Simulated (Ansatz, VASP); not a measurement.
## Two plane-wave programs on Hg

Contents of INCAR:

```
AGGAC = 1.0
AGGAX = 1.0
ALDAC = 0.0
ALDAX = 1.0
ALGO = Normal
EDIFF = 1E-6
EDIFFG = -0.01
ENCUT = 600
GGA = B5
IBRION = 2
ISIF = 3
ISMEAR = -1
LASPH = T
LCHARG = F
LREAL = F
LWAVE = F
NELM = 100
NSW = 80
PREC = Accurate
SIGMA = 0.1
```

KPOINTS

```
k-points
0
Gamma
  12 12 12
```

The input POSCAR:

```
Hg
1.0
    0.0000000000      2.2595506664      2.2595506664
    2.2595506664      0.0000000000      2.2595506664
    2.2595506664      2.2595506664      0.0000000000
Hg
1
Direct
    0.0000000000      0.0000000000      0.0000000000
```

Input for Ansatz:

```yaml
crystal:
  lattice:
    - [0.0, 2.2595506664, 2.2595506664]
    - [2.2595506664, 0.0, 2.2595506664]
    - [2.2595506664, 2.2595506664, 0.0]
  atoms:
    - { symbol: Hg, position: [0.0, 0.0, 0.0] }
hamiltonian:
  xc: blyp
  pseudopotentials:
    kind: paw
    azcp:
      Hg: "pseudopotentials/Hg.paw.azcp"
basis:
  ecutwfc: 420
  fft_grid_basis: typed
kpoints:
  mp_grid: { grid: [12, 12, 12], shift: [0, 0, 0] }
magnetization:
  spin_polarized: false
scf:
  occupations: { method: fermi_dirac, width: 0.1 }
relax:
  max_steps: 60
  f_tol: 0.01
  cell: {}
```

Alike in both runs: task relaxation of cell and atoms; functional BLYP; k mesh 12 × 12 × 12; occupations fermi-dirac, width 0.1 eV; no spin polarisation.

```csv
,VASP,Ansatz
version,VASP 6.6.1,Ansatz 0.2.0
potentials or method,"VASP PAW PBE potentials, release 64 (Hg), cutoff 600 eV","plane waves (420 eV) with PAW, scalar-relativistic"
valence electrons in the cell,12,20
```

VASP gave:

```
relaxed volume (Å³/atom)                                        : 49.74
relaxed length of the cell vector where the two differ most in proportion (Å) : 4.128
```

Q: Which values does Ansatz return?

A: Relaxed volume (Å³/atom): 153.87; relaxed length of the cell vector where the two differ most in proportion (Å): 6.015.

VASP's potentials were made for PBE, not for BLYP. One of these differences is far larger than is usual between the two programs; its cause wasn't traced. VASP's potentials hold 12 valence electrons a cell and Ansatz's 20, so a difference there can come from the potentials and not from the codes.

Neither program's run includes spin-orbit coupling. Noted on VASP's run: the volume moved by over 15 % at a fixed basis, so the end points are rough.
